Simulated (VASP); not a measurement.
**Cu3Re: relaxation of cell and atoms with PBE**

Cu3Re:

```
Cu Re
1.0
     3.48160    0.00000    0.00000
     0.00000    3.48160    0.00000
     0.00000    0.00000    4.86509
Cu Re
3 1
Direct
  0.50000 0.50000 0.24418
  0.50000 0.50000 0.75582
  0.00000 0.00000 0.00000
  0.00000 0.00000 0.50000
```

The cell was built from a structure type or drawn by symmetry, and may not be a known phase.

```json
{"Program": "VASP 6.6.1", "Task": "relaxation of cell and atoms", "Functional": "PBE", "Potentials or basis": "VASP PAW PBE potentials, release 64 (Cu, Re)", "Cutoff": "600 eV", "k mesh": "6 × 6 × 4", "Occupations": "gaussian, width 0.1 eV", "Spin": "no spin polarisation", "Dipole correction": "no", "Further INCAR settings": "ALGO = Fast; EDIFF = 1e-07; IBRION = 2; EDIFFG = -0.04; NSW = 90; ISIF = 3"}
```

```json
{"Relaxed volume": "12.66 Å³/atom", "Relaxed cell": "a = 2.636 Å, b = 2.636 Å, c = 7.285 Å, α = 90.00°, β = 90.00°, γ = 90.00°", "Space group after relaxing (to 0.1 Å)": "P4/mmm (No. 123)", "Energy gained by relaxing": "576.4 meV/atom", "Ionic steps": "17", "Pressure after relaxing": "0.0 GPa", "Largest force after relaxing": "0.035 eV/Å", "Band gap on the k mesh": "zero (bands 20 and 21 overlap by 4.06 eV)"}
```

Forces on the atoms (eV/Å):
```
Cu   0.000  0.000 -0.035
Cu   0.000  0.000  0.035
Cu   0.000  0.000  0.000
Re   0.000  0.000  0.000
```

Stress tensor (GPa, compression positive):
```
-0.05  0.00  0.00
 0.00 -0.05  0.00
 0.00  0.00  0.23
```

The path:
| step | energy change (eV) | largest force (eV/Å) | pressure (GPa) | volume (Å³) |
| --- | --- | --- | --- | --- |
| 1 | 0.0000 | 0.6497 | -11.84 | 58.97 |
| 2 | -1.2154 | 0.6238 | 8.43 | 49.76 |
| 3 | -1.2533 | 0.7833 | 12.27 | 48.99 |
| 4 | -1.6814 | 0.4755 | -3.32 | 51.84 |
| 5 | -1.7191 | 0.4032 | -5.94 | 52.49 |
| 6 | -1.7577 | 0.2388 | -9.66 | 53.68 |
| 7 | -2.1526 | 0.3250 | 5.32 | 49.40 |
| 8 | -2.1282 | 0.2044 | 16.70 | 47.20 |
| 9 | -2.1746 | 0.2656 | 10.45 | 48.27 |
| 10 | -2.2142 | 0.1650 | 11.23 | 48.14 |
| 11 | -2.2269 | 0.0217 | 10.80 | 48.22 |
| 12 | -2.2990 | 0.1488 | 1.93 | 50.04 |
| 13 | -2.3022 | 0.1753 | 0.25 | 50.46 |
| 14 | -2.3023 | 0.1789 | -0.02 | 50.52 |
| 15 | -2.3032 | 0.1498 | 0.08 | 50.54 |
| 16 | -2.3049 | 0.0885 | 0.02 | 50.57 |
| 17 | -2.3058 | 0.0353 | 0.05 | 50.63 |

Final structure:
```cif
data_structure
_symmetry_space_group_name_H-M 'P 1'
_symmetry_Int_Tables_number 1
_cell_length_a 2.6363
_cell_length_b 2.6363
_cell_length_c 7.2853
_cell_angle_alpha 90.000
_cell_angle_beta 90.000
_cell_angle_gamma 90.000
_cell_volume 50.63
loop_
_atom_site_label
_atom_site_type_symbol
_atom_site_fract_x
_atom_site_fract_y
_atom_site_fract_z
_atom_site_occupancy
Cu1 Cu 0.50000 0.50000 0.23705 1
Cu2 Cu 0.50000 0.50000 0.76295 1
Cu3 Cu 0.00000 0.00000 0.00000 1
Re1 Re 0.00000 0.00000 0.50000 1
```

Levels at points of the mesh, in eV from the Fermi level:
```tsv
k point	band 16	band 17	band 18	band 19	band 20	band 21	band 22	band 23	band 24
(0.00, 0.00, 0.00)	-2.29	-2.06	-2.06	-1.83	-1.81	1.03	1.03	1.89	2.68
(0.50, 0.00, 0.00)	-1.93	-1.85	-1.27	-1.05	-0.91	-0.60	-0.17	1.55	2.42
(0.50, 0.50, 0.00)	-1.54	-0.94	-0.94	0.75	1.30	1.30	5.03	6.72	7.05
(0.00, 0.00, 0.50)	-2.29	-1.95	-1.95	-1.83	-1.23	0.06	0.98	0.98	2.68
(0.50, 0.00, 0.50)	-2.70	-2.01	-1.88	-0.88	-0.61	-0.60	-0.20	1.55	4.11
(0.50, 0.50, 0.50)	-1.99	-1.89	-1.54	0.75	3.45	3.45	3.55	3.55	5.03
```

It took 14 min on 1 thread of Intel(R) Xeon(R) Platinum 8488C (Sapphire Rapids) (shared host), peak memory 0.22 GiB.

Caveat: a cell axis changed by over 15 % at a fixed basis, so the end point is rough; spin-orbit coupling is left out, which moves the levels of the heavy elements.
